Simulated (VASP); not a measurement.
# Li (P6_3/mmc) in VASP: vibrations by perturbation theory with LDA

Aim: the vibrations by perturbation theory of Li with LDA.

Everything below comes from runs of VASP 6.6.1. Logs are shortened: lines on timing, memory, paths and dates and some standing lists are left out, and cuts for length are marked.

**1. The cell of the first run**

Symmetry: P6_3/mmc, No. 194, hexagonal system. Conventional cell: a = 3.111 Å, b = 3.111 Å, c = 5.093 Å, α = 90.00°, β = 90.00°, γ = 120.00°. Within 4.1 Å of Li (site symmetry -6m2) lie 12 Li at 3.11 to 3.12 Å.

This isn't the form of Li at room conditions, which is bcc.

**2. Vibrations by perturbation theory, LDA**

File INCAR:

```
PREC = Accurate
ENCUT = 520
EDIFF = 1E-8
ISMEAR = 1
SIGMA = 0.1
LREAL = False
LASPH = True
NELM = 60
ALGO = Normal
ISIF = 2
LWAVE = False
LCHARG = False
GGA = CA
NBANDS = 10
IBRION = 8
NSW = 1
```

File KPOINTS:

```
Automatic mesh
0
Gamma
  12 12 6
```

File POSCAR:

```
Li
1.0
    3.1110000000      0.0000000000      0.0000000000
   -1.5555000000      2.6942100000      0.0000000000
    0.0000000000      0.0000000000      5.0930000000
Li
2
Direct
    0.3333333333      0.6666666667      0.2500000000
    0.6666666667      0.3333333333      0.7500000000
```

Potentials or basis: VASP PAW LDA potentials, release 64 (Li_sv).

On the command line:

```console
$ cat potpaw_LDA.64/Li_sv/POTCAR > POTCAR
$ mpirun -np 1 vasp_std > vasp.out
```

OUTCAR:

```text
PREC = Accurate
   ENCUT = 520
   EDIFF = 1E-8
   ISMEAR = 1
   LREAL = False
   LASPH = True
   NELM = 60
   ISIF = 2
   GGA = CA
   IBRION = 8
   NSW = 1

 ion  position               nearest neighbor table
   1  0.333  0.667  0.250-
   2  0.667  0.333  0.750-

  LATTYP: Found a hexagonal cell.
 ALAT       =     3.1110000000
 C/A-ratio  =     1.6370941819

  Lattice vectors:

 A1 = (   3.1110000000,   0.0000000000,   0.0000000000)
 A2 = (  -1.5555000000,   2.6942100000,   0.0000000000)
 A3 = (   0.0000000000,   0.0000000000,   5.0930000000)

Analysis of symmetry for initial positions (statically):
=====================================================================
 Subroutine PRICEL returns:
 Original cell was already a primitive cell.

 Routine SETGRP: Setting up the symmetry group for a
 hexagonal supercell.

 Subroutine GETGRP returns: Found 24 space group operations
 (whereof 12 operations were pure point group operations)
 out of a pool of 24 trial point group operations.

The static configuration has the point symmetry D_3d.
 The point group associated with its full space group is D_6h.

Analysis of symmetry for dynamics (positions and initial velocities):
=====================================================================
 Subroutine PRICEL returns:
 Original cell was already a primitive cell.

 Routine SETGRP: Setting up the symmetry group for a
 hexagonal supercell.

 Subroutine GETGRP returns: Found 24 space group operations
 (whereof 12 operations were pure point group operations)
 out of a pool of 24 trial point group operations.

The dynamic configuration has the point symmetry D_3d.
 The point group associated with its full space group is D_6h.

 Subroutine INISYM returns: Found 24 space group operations
 (whereof 12 operations are pure point group operations),
 and found     1 'primitive' translations

----------------------------------------------------------------------------------------

                                     Primitive cell

  volume of cell :      42.6879

  direct lattice vectors                    reciprocal lattice vectors
     3.111000000  0.000000000  0.000000000     0.321440051  0.185583158  0.000000000
    -1.555500000  2.694210000  0.000000000     0.000000000  0.371166316  0.000000000
     0.000000000  0.000000000  5.093000000     0.000000000  0.000000000  0.196347929

  length of vectors
     3.111000000  3.111004303  5.093000000     0.371166829  0.371166316  0.196347929

  position of ions in fractional coordinates (direct lattice)
     0.333333333  0.666666667  0.250000000
     0.666666667  0.333333333  0.750000000

  ion indices of the primitive-cell ions
   primitive index   ion index
                 1           1
                 2           2

----------------------------------------------------------------------------------------

 KPOINTS: Automatic mesh

Automatic generation of k-mesh.
 Grid dimensions read from file:
 generate k-points for:   12   12    6

 Generating k-lattice:

  Cartesian coordinates                     Fractional coordinates (reciprocal lattice)
     0.026786671  0.015465263  0.000000000     0.083333333  0.000000000  0.000000000
     0.000000000  0.030930526  0.000000000     0.000000000  0.083333333  0.000000000
     0.000000000  0.000000000  0.032724655     0.000000000  0.000000000  0.166666667

  Length of vectors
     0.030930569  0.030930526  0.032724655

[... 88 lines left out ...]
 maximum number of plane-waves:      1182
 NGX is ok and might be reduce to    24
   NGX = 11   NGY = 11   NGZ = 19

--------------------------------------- Ionic step        1  -------------------------------------------

 number of electron       5.9999991 magnetization

 Free energy of the ion-electron system (eV)
  ---------------------------------------------------
  ext. energy  EPLUGINS =         0.00000000
  ---------------------------------------------------
  free energy    TOTEN  =        -4.06999790 eV

  energy without entropy =       -4.06933809  energy(sigma->0) =       -4.06977796

 E-fermi :   0.3895     XC(G=0):  -7.0150

 val. band max:        0.3880824920   @ k =   0.2500   0.2500   0.3333
 cond. band min:       0.3951420539   @ k =   0.5000   0.0000   0.0000
 fundamental gap:      0.0070595619
 Fermi energy:         0.3895115373

 k-point     1 :       0.0000    0.0000    0.0000
  band No.  band energies     occupation
      1     -45.2612      2.00000
      2     -45.2451      2.00000
      3      -2.9720      2.00000
      4       0.4438      0.21421
      5       3.2340      0.00000
      6      12.3074      0.00000
      7      12.3075      0.00000
      8      13.6701      0.00000
      9      13.6702      0.00000
     10      14.1298      0.00000
[... 287 lines left out ...]
 k-point    24 :       0.3333   -0.0000    0.1667
  band No.  band energies     occupation
      1     -45.2491      2.00000
      2     -45.2411      2.00000
      3      -1.1476      2.00000
      4       1.6830     -0.00000
      5       4.2211      0.00000
      6       6.5462      0.00000
      7       8.4955      0.00000
      8       9.1947      0.00000
      9      11.1498      0.00000
     10      12.3232      0.00000

 [... further k-points ...]

------------------------ aborting loop because EDIFF is reached ----------------------------------------

  FORCE on cell =-STRESS in cart. coord.  units (eV):
  Direction    XX          YY          ZZ          XY          YZ          ZX
  --------------------------------------------------------------------------------------
  -------------------------------------------------------------------------------------
  Total       -0.4166856     -0.4166871     -0.3932087      0.0000000      0.0000000      0.0000000
  in kB      -15.6391771    -15.6392348    -14.7580349      0.0000000      0.0000000      0.0000000
  external PRESSURE =     -15.3454823 kB  Pullay stress =       0.0000000 kB

 VOLUME and BASIS-vectors are now :
 -----------------------------------------------------------------------------
  energy-cutoff  :      520.00
  volume of cell :       42.69
      direct lattice vectors                 reciprocal lattice vectors
     3.111000000  0.000000000  0.000000000     0.321440051  0.185583158  0.000000000
    -1.555500000  2.694210000  0.000000000     0.000000000  0.371166316  0.000000000
     0.000000000  0.000000000  5.093000000     0.000000000  0.000000000  0.196347929

 POSITION                                       TOTAL-FORCE (eV/Angst)
 -----------------------------------------------------------------------------------
     -0.00000      1.79614      1.27325        -0.000000     -0.000000      0.000000
      1.55550      0.89807      3.81975         0.000000      0.000000      0.000000
 -----------------------------------------------------------------------------------
    total drift:                               -0.000000      0.000000     -0.000000

  FREE ENERGIE OF THE ION-ELECTRON SYSTEM (eV)
  ---------------------------------------------------
  free  energy   TOTEN  =        -4.0699978990 eV

  energy  without entropy=       -4.0693380883  energy(sigma->0) =       -4.06977796

[... ionic steps 2 to 3 ...]

--------------------------------------- Ionic step        4  -------------------------------------------

------------------------ aborting loop because EDIFF is reached ----------------------------------------

[... ionic steps 5 to 5 ...]

--------------------------------------- Ionic step        6  -------------------------------------------

 Free energy of the ion-electron system (eV)
  ---------------------------------------------------
  ---------------------------------------------------
  free energy    TOTEN  =        -0.18884160 eV

  energy without entropy =       -0.18884160

------------------------ aborting loop because EDIFF is reached ----------------------------------------

 INTERNAL STRAIN TENSOR  FOR ION    1  DIRECTION 3   (eV/Angst):
 -----------------------------------------------------------------------------
     0.00196  0.00000  0.00000
     0.00000  0.00196  0.00000
     0.00000  0.00000  0.00255

 INTERNAL STRAIN TENSOR FOR ION    2 for displacements in x,y,z  (eV/Angst):
          X           Y           Z          XY          YZ          ZX
  --------------------------------------------------------------------------------
  x     0.00000     0.00000     0.00000     0.39381     0.00000     0.00000
  y     0.39381    -0.39381    -0.00000     0.00000     0.00000     0.00000
  z     0.00000     0.00000     0.00000     0.00000     0.00000     0.00000

 SECOND DERIVATIVES (NOT SYMMETRIZED)
 ------------------------------------
               1X          1Y          1Z          2X          2Y          2Z
  1X    -0.140460    0.000000    0.000000    0.140460   -0.000000    0.000000
  1Y     0.000000   -0.140460    0.000000    0.000000    0.140460    0.000000
  1Z     0.000000    0.000000   -1.073401    0.000000    0.000000    1.073401
  2X     0.140460   -0.000000    0.000000   -0.140460    0.000000    0.000000
  2Y     0.000000    0.140460    0.000000    0.000000   -0.140460    0.000000
  2Z     0.000000    0.000000    1.073401    0.000000    0.000000   -1.073401

 Eigenvectors and eigenvalues of the dynamical matrix
 ----------------------------------------------------

   1 f  =    8.651427 THz    54.358516 2PiTHz  288.580526 cm-1    35.779409 meV
             X         Y         Z           dx          dy          dz
     -0.000000  1.796140  1.273250     0.000000    0.000000   -0.707107
      1.555500  0.898070  3.819750     0.000000    0.000000    0.707107
[... 16 lines left out ...]
   5 f  =    0.000000 THz     0.000000 2PiTHz    0.000000 cm-1     0.000000 meV
             X         Y         Z           dx          dy          dz
     -0.000000  1.796140  1.273250     0.000000    0.000000    0.707107
      1.555500  0.898070  3.819750     0.000000    0.000000    0.707107

   6 f/i=    0.000000 THz     0.000000 2PiTHz    0.000000 cm-1     0.000000 meV
             X         Y         Z           dx          dy          dz
     -0.000000  1.796140  1.273250    -0.653281    0.270600    0.000000
      1.555500  0.898070  3.819750    -0.653281    0.270600    0.000000

--------------------------------------------------------------------------------------------------------

 ELASTIC MODULI CONTR FROM IONIC RELAXATION (kBar)
 Direction    XX          YY          ZZ          XY          YZ          ZX
 --------------------------------------------------------------------------------
 XX         -41.4406     41.4407      0.0000     -0.0000      0.0000      0.0000
 YY          41.4407    -41.4409     -0.0000      0.0000      0.0000      0.0000
 ZZ           0.0000     -0.0000     -0.0000      0.0000      0.0000      0.0000
 XY          -0.0000      0.0000      0.0000    -41.4407      0.0000      0.0000
 YZ           0.0000      0.0000      0.0000      0.0000      0.0000      0.0000
 ZX           0.0000      0.0000      0.0000      0.0000      0.0000      0.0000
 --------------------------------------------------------------------------------
```

Run time: 5.1 min. Hardware: 1 thread of Intel Xeon 8259CL, shared host; peak memory 0.33 GiB.

What came out:

```yaml
Highest_phonon_frequency_at_Γ: 289 cm⁻¹
```

Phonon frequencies in cm⁻¹ (negative: imaginary):
```tsv
q point	frequencies
(0.000, 0.000, 0.000)	0 0 0 104 104 289
```

Caveat: the cell stands under pressure or tension, which shifts response properties; the cutoff is under 1.25 times the usual one of these potentials, so pressure, stress and relaxed cells hold a basis-set (Pulay) error.
